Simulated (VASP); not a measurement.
# ZnCdO (P4_2/mmc) in VASP: notebook

Runs on ZnCdO. Level: PBE. Tasks: single point.

Everything below comes from runs of VASP 6.6.1. Logs are shortened: lines on timing, memory, paths and dates and some standing lists are left out, and cuts for length are marked.

### Step 1. The cell of the first run

It takes space group P4_2/mmc (No. 131, tetragonal). Conventional cell: a = 3.500 Å, b = 3.500 Å, c = 10.724 Å, α = 90.00°, β = 90.00°, γ = 90.00°. Within 2.3 Å of Zn (site symmetry mmm) lie 2 O at 1.75 Å. Within 4.2 Å of Cd (site symmetry -4m2) lie 4 O at 3.20 Å and 4 Cd at 3.50 Å and 8 Zn at 3.65 Å. Within 2.3 Å of O (site symmetry mmm) lie 2 Zn at 1.75 Å.

### Step 2. Single point, PBE

Input file INCAR:

```
SYSTEM = ZnCdO
PREC     = Accurate       ! precision mode
ENCUT    = 520            ! plane-wave cutoff, eV
EDIFF    = 1E-7           ! SCF threshold, eV
ISMEAR   = 0              ! smearing method
SIGMA    = 0.1            ! smearing width, eV
LREAL    = .False.        ! projectors in reciprocal space
LASPH    = .True.         ! aspherical terms in the spheres
NELM     = 80             ! most SCF steps
ALGO     = Normal         ! electronic algorithm
ISIF     = 2              ! what is computed and relaxed
LWAVE    = .False.        ! write WAVECAR
LCHARG   = .True.         ! write CHGCAR
GGA      = PE             ! functional
LELF     = .True.         ! ELF
LVHAR    = .True.       
NBANDS   = 39             ! bands
```

Input file KPOINTS:

```
Automatic mesh
0
Gamma
  10 10 4
  0 0 0
```

Input file POSCAR:

```
ZnCdO
1.0
    3.5004243141      0.0000000000      0.0000000000
    0.0000000000      3.5004243141      0.0000000000
    0.0000000000      0.0000000000     10.7239881928
Zn Cd O
2 2 2
Direct
    0.5000000000      0.5000000000      0.0000000000
    0.5000000000      0.5000000000      0.5000000000
    0.0000000000      0.0000000000      0.2500000000
    0.0000000000      0.0000000000      0.7500000000
    0.0000000000      0.5000000000      0.0000000000
    0.5000000000      0.0000000000      0.5000000000
```

Potentials or basis: VASP PAW PBE potentials, release 64 (Zn, Cd, O).

Started as:

```
$ cat potpaw_PBE.64/Zn/POTCAR potpaw_PBE.64/Cd/POTCAR potpaw_PBE.64/O/POTCAR > POTCAR
$ mpirun -np 1 vasp_std > vasp.out
```

OUTCAR:

```text
SYSTEM = ZnCdO
   PREC = Accurate
   ENCUT = 520
   EDIFF = 1E-7
   ISMEAR = 0
   LREAL = .False.
   LASPH = .True.
   NELM = 80
   ISIF = 2
   GGA = PE

 ion  position               nearest neighbor table
   1  0.500  0.500  0.000-   5 1.75   5 1.75
   2  0.500  0.500  0.500-   6 1.75   6 1.75
   3  0.000  0.000  0.250-
   4  0.000  0.000  0.750-
   5  0.000  0.500  0.000-   1 1.75   1 1.75
   6  0.500  0.000  0.500-   2 1.75   2 1.75

  LATTYP: Found a simple tetragonal cell.
 ALAT       =     3.5004243141
 C/A-ratio  =     3.0636252153

  Lattice vectors:

 A1 = (   3.5004243141,   0.0000000000,   0.0000000000)
 A2 = (   0.0000000000,   3.5004243141,   0.0000000000)
 A3 = (   0.0000000000,   0.0000000000,  10.7239881928)

Analysis of symmetry for initial positions (statically):
=====================================================================
 Subroutine PRICEL returns:
 Original cell was already a primitive cell.

 Routine SETGRP: Setting up the symmetry group for a
 simple tetragonal supercell.

 Subroutine GETGRP returns: Found 16 space group operations
 (whereof  8 operations were pure point group operations)
 out of a pool of 16 trial point group operations.

The static configuration has the point symmetry D_2h.
 The point group associated with its full space group is D_4h.

Analysis of symmetry for dynamics (positions and initial velocities):
=====================================================================
 Subroutine PRICEL returns:
 Original cell was already a primitive cell.

 Routine SETGRP: Setting up the symmetry group for a
 simple tetragonal supercell.

 Subroutine GETGRP returns: Found 16 space group operations
 (whereof  8 operations were pure point group operations)
 out of a pool of 16 trial point group operations.

The dynamic configuration has the point symmetry D_2h.
 The point group associated with its full space group is D_4h.

 Subroutine INISYM returns: Found 16 space group operations
 (whereof  8 operations are pure point group operations),
 and found     1 'primitive' translations

----------------------------------------------------------------------------------------

                                     Primitive cell

  volume of cell :     131.4007

  direct lattice vectors                    reciprocal lattice vectors
     3.500424314  0.000000000  0.000000000     0.285679652  0.000000000  0.000000000
     0.000000000  3.500424314  0.000000000     0.000000000  0.285679652  0.000000000
     0.000000000  0.000000000 10.723988193     0.000000000  0.000000000  0.093248890

  length of vectors
     3.500424314  3.500424314 10.723988193     0.285679652  0.285679652  0.093248890

  position of ions in fractional coordinates (direct lattice)
     0.500000000  0.500000000  0.000000000
     0.500000000  0.500000000  0.500000000
     0.000000000  0.000000000  0.250000000
     0.000000000  0.000000000  0.750000000
     0.000000000  0.500000000  0.000000000
     0.500000000  0.000000000  0.500000000

  ion indices of the primitive-cell ions
   primitive index   ion index
                 1           1
                 2           2
                 3           3
                 4           4
                 5           5
                 6           6

----------------------------------------------------------------------------------------

 KPOINTS: Automatic mesh

Automatic generation of k-mesh.
 Grid dimensions read from file:
 generate k-points for:   10   10    4

 Generating k-lattice:

  Cartesian coordinates                     Fractional coordinates (reciprocal lattice)
     0.028567965  0.000000000  0.000000000     0.100000000  0.000000000  0.000000000
     0.000000000  0.028567965  0.000000000     0.000000000  0.100000000  0.000000000
     0.000000000  0.000000000  0.023312223     0.000000000  0.000000000  0.250000000

  Length of vectors
     0.028567965  0.028567965  0.023312223

  Shift w.r.t. Gamma in fractional coordinates (k-lattice)
     0.000000000  0.000000000  0.000000000

 Subroutine IBZKPT returns following result:
 ===========================================

 Found     63 irreducible k-points:

 Following reciprocal coordinates:
            Coordinates               Weight
  0.000000  0.000000  0.000000      1.000000
  0.100000  0.000000  0.000000      4.000000
  0.200000  0.000000  0.000000      4.000000
  0.300000  0.000000  0.000000      4.000000
  0.400000  0.000000  0.000000      4.000000
  0.500000  0.000000  0.000000      2.000000
[... 16 lines left out ...]
  0.100000  0.000000  0.250000      8.000000
  0.200000  0.000000  0.250000      8.000000
 [... further k-points ...]
   k-points           NKPTS =     63   k-points in BZ     NKDIM =     63   number of bands    NBANDS=     39
   number of dos      NEDOS =    301   number of ions     NIONS =      6
   total plane-waves  NPLWV =  62720
   dimension x,y,z NGX =    28 NGY =   28 NGZ =   80
   dimension x,y,z NGXF=    56 NGYF=   56 NGZF=  160
   ions per type =               2   2   2
   NGX,Y,Z   is equivalent  to a cutoff of  13.30, 13.30, 12.40 a.u.
   NGXF,Y,Z  is equivalent  to a cutoff of  26.60, 26.60, 24.80 a.u.
 SYSTEM =  ZnCdO
   PREC   = accura    normal or accurate (medium, high low for compatibility)
   ISTART =      0    job   : 0-new  1-cont  2-samecut
   ICHARG =      2    charge: 1-file 2-atom 10-const
   ISPIN  =      1    spin polarized calculation?
   LNONCOLLINEAR =      F non collinear calculations
   LSORBIT =      F    spin-orbit coupling
   LASPH  =      T    aspherical Exc in radial PAW
   ENCUT  =  520.0 eV  38.22 Ry    6.18 a.u.   6.51  6.51 19.94*2*pi/ulx,y,z
   NELM   =     80;   NELMIN=  2; NELMDL= -5     # of ELM steps
   EDIFF  = 0.1E-06   stopping-criterion for ELM
   LREAL  =      F    real-space projection
   EDIFFG = 0.1E-05   stopping-criterion for IOM
   NSW    =      0    number of steps for IOM
   IBRION =     -1    ionic relax: 0-MD 1-quasi-New 2-CG
   NFREE  =      0    steps in history (QN), initial steepest desc. (CG)
   ISIF   =      2    stress and relaxation
   ISYM   =      2    0-nonsym 1-usesym 2-fastsym
   POTIM  = 0.5000    time-step for ionic-motion
   TEBEG  =    0.0;   TEEND  =   0.0 temperature during run
   PSTRESS=    0.0 pullay stress
   NELECT =      60.0000    total number of electrons
   NUPDOWN=      -1.0000    fix difference up-down
   EMIN   =  10.00;   EMAX   =-10.00  energy-range for DOS
   EFERMI =   0.00;   METHOD = LEGACY
   ISMEAR =     0;   SIGMA  =   0.10  broadening in eV -4-tet -1-fermi 0-gaus
   EFERMI_NEDOS =   21; number of points for ismear=-14 and -15
   IALGO  =     38    algorithm
   IMIX   =      4    mixing-type and parameters
     AMIX     =   0.40;   BMIX     =  1.00
     AMIX_MAG =   1.60;   BMIX_MAG =  1.00
  volume/ion in A,a.u.               =      21.90       147.79
  Fermi-wavevector in a.u.,A,eV,Ry     =   1.260645  2.382273 21.622717  1.589225
  Thomas-Fermi vector in A             =   2.394144
   LORBIT       =      0    0 simple, 1 ext, 2 COOP (PROOUT), +10 PAW based schemes
   GGA     = PE    functional components
   LHFCALC =     F    Hartree Fock is set to
   AEXX    =    0.0000 exact exchange contribution
   IVDW    =     0    specifies the selected vdW correction
   LEPSILON=     F    determine dielectric tensor
   LRPA    =     F    only Hartree local field effects (RPA)
 non-spin polarized calculation
 Gauss-broadening in eV      SIGMA  =   0.10
  energy-cutoff  :      520.00
  volume of cell :      131.40
 maximum number of plane-waves:      3576
 NGX is ok and might be reduce to    28
   NGX = 13   NGY = 13   NGZ = 39

 number of electron      60.0000034 magnetization

 Free energy of the ion-electron system (eV)
  ---------------------------------------------------
  ext. energy  EPLUGINS =         0.00000000
  ---------------------------------------------------
  free energy    TOTEN  =       -15.77940307 eV

  energy without entropy =      -15.77192051  energy(sigma->0) =      -15.77566179

 E-fermi :   0.7769     XC(G=0):  -9.1022

 val. band max:        0.7741867163   @ k =   0.5000   0.1000   0.0000
 cond. band min:       0.7863610215   @ k =   0.4000   0.4000   0.0000
 fundamental gap:      0.0121743053
 Fermi energy:         0.7769237896

 k-point     1 :       0.0000    0.0000    0.0000
  band No.  band energies     occupation
      1     -18.3414      2.00000
      2     -18.3370      2.00000
      3      -7.6797      2.00000
      4      -7.6758      2.00000
      5      -7.5041      2.00000
      6      -7.4963      2.00000
[... 31 lines left out ...]
     38       8.5425      0.00000
     39       8.5425      0.00000

 k-point     2 :       0.1000    0.0000    0.0000
  band No.  band energies     occupation
      1     -18.3309      2.00000
      2     -18.2822      2.00000
      3      -7.6578      2.00000
      4      -7.6535      2.00000
      5      -7.4883      2.00000
      6      -7.4805      2.00000
[... 31 lines left out ...]
     38       8.6044      0.00000
     39       8.6866      0.00000

 k-point     3 :       0.2000    0.0000    0.0000
  band No.  band energies     occupation
      1     -18.3085      2.00000
      2     -18.1264      2.00000
      3      -7.6141      2.00000
      4      -7.6100      2.00000
      5      -7.4407      2.00000
      6      -7.4309      2.00000
[... 31 lines left out ...]
     38       8.6838      0.00000
     39       8.7329      0.00000

 k-point     4 :       0.3000    0.0000    0.0000
  band No.  band energies     occupation
      1     -18.2807      2.00000
      2     -17.9187      2.00000
      3      -8.1395      2.00000
      4      -7.5804      2.00000
      5      -7.5782      2.00000
      6      -7.4378      2.00000
[... 31 lines left out ...]
     38       8.2248      0.00000
     39       8.9441      0.00000
[... 754 lines left out ...]
     38       8.5379      0.00000
     39       8.7549      0.00000

 k-point    23 :       0.1000    0.0000    0.2500
  band No.  band energies     occupation
      1     -18.3308      2.00000
      2     -18.2822      2.00000
      3      -7.6573      2.00000
      4      -7.6543      2.00000
      5      -7.4873      2.00000
      6      -7.4813      2.00000
[... 31 lines left out ...]
     38       8.6103      0.00000
     39       8.6776      0.00000

 k-point    24 :       0.2000    0.0000    0.2500
  band No.  band energies     occupation
      1     -18.3085      2.00000
      2     -18.1264      2.00000
      3      -7.6135      2.00000
      4      -7.6106      2.00000
      5      -7.4404      2.00000
      6      -7.4323      2.00000
[... 31 lines left out ...]
     38       8.7440      0.00000
     39       9.1081      0.00000

 [... further k-points ...]
[... 5 lines left out ...]
  --------------------------------------------------------------------------------------
  -------------------------------------------------------------------------------------
  Total        0.6498485      0.6498485      0.0221711      0.0000000      0.0000000      0.0000000
  in kB        7.9236445      7.9236445      0.2703342      0.0000000      0.0000000      0.0000000
  external PRESSURE =       5.3725411 kB  Pullay stress =       0.0000000 kB

 VOLUME and BASIS-vectors are now :
 -----------------------------------------------------------------------------
  energy-cutoff  :      520.00
  volume of cell :      131.40
      direct lattice vectors                 reciprocal lattice vectors
     3.500424314  0.000000000  0.000000000     0.285679652  0.000000000  0.000000000
     0.000000000  3.500424314  0.000000000     0.000000000  0.285679652  0.000000000
     0.000000000  0.000000000 10.723988193     0.000000000  0.000000000  0.093248890

 POSITION                                       TOTAL-FORCE (eV/Angst)
 -----------------------------------------------------------------------------------
      1.75021      1.75021      0.00000         0.000000      0.000000      0.000000
      1.75021      1.75021      5.36199         0.000000      0.000000      0.000000
      0.00000      0.00000      2.68100        -0.000000      0.000000      0.000000
      0.00000      0.00000      8.04299         0.000000      0.000000     -0.000000
      0.00000      1.75021      0.00000         0.000000      0.000000      0.000000
      1.75021      0.00000      5.36199         0.000000      0.000000      0.000000
 -----------------------------------------------------------------------------------
    total drift:                                0.000000      0.000000      0.000000

  FREE ENERGIE OF THE ION-ELECTRON SYSTEM (eV)
  ---------------------------------------------------
  free  energy   TOTEN  =       -15.7794030676 eV

  energy  without entropy=      -15.7719205094  energy(sigma->0) =      -15.77566179
```

Wall time 4.9 min (1 thread of Intel Xeon Platinum 8259CL at 2.50GHz (Skylake/Cascade Lake), shared host); peak memory 0.43 GiB.

What came out:

```yaml
Free_energy: -15.7794 eV
Pressure: 0.5 GPa
Band_gap_on_the_k_mesh: zero (band 30 reaches 1.66 eV, above the bottom of band 31 at -0.26 eV)
```

Levels at points of the mesh, in eV from the Fermi level:
| k point | band 26 | band 27 | band 28 | band 29 | band 30 | band 31 | band 32 | band 33 | band 34 | band 35 |
| --- | --- | --- | --- | --- | --- | --- | --- | --- | --- | --- |
| (0.00, 0.00, 0.00) | -4.17 | -4.16 | -2.97 | -2.97 | -1.79 | -1.04 | 1.41 | 2.53 | 5.92 | 7.26 |
| (0.50, 0.00, 0.00) | -3.79 | -2.86 | -1.80 | -1.26 | -0.88 | -0.13 | -0.09 | 2.78 | 2.82 | 4.44 |
| (0.50, 0.50, 0.00) | -2.60 | -2.26 | -2.26 | 0.75 | 0.75 | 1.00 | 1.51 | 2.48 | 2.48 | 3.22 |
| (0.00, 0.00, 0.50) | -5.16 | -2.97 | -2.97 | -2.89 | -2.89 | 0.16 | 0.16 | 4.11 | 4.11 | 7.61 |
| (0.50, 0.00, 0.50) | -3.74 | -2.78 | -1.80 | -1.63 | -0.67 | -0.54 | 0.65 | 2.38 | 3.33 | 3.37 |
| (0.50, 0.50, 0.50) | -2.63 | -2.26 | -2.26 | 0.89 | 0.89 | 1.24 | 1.24 | 2.10 | 2.10 | 3.63 |

[end of part 1 of 2]
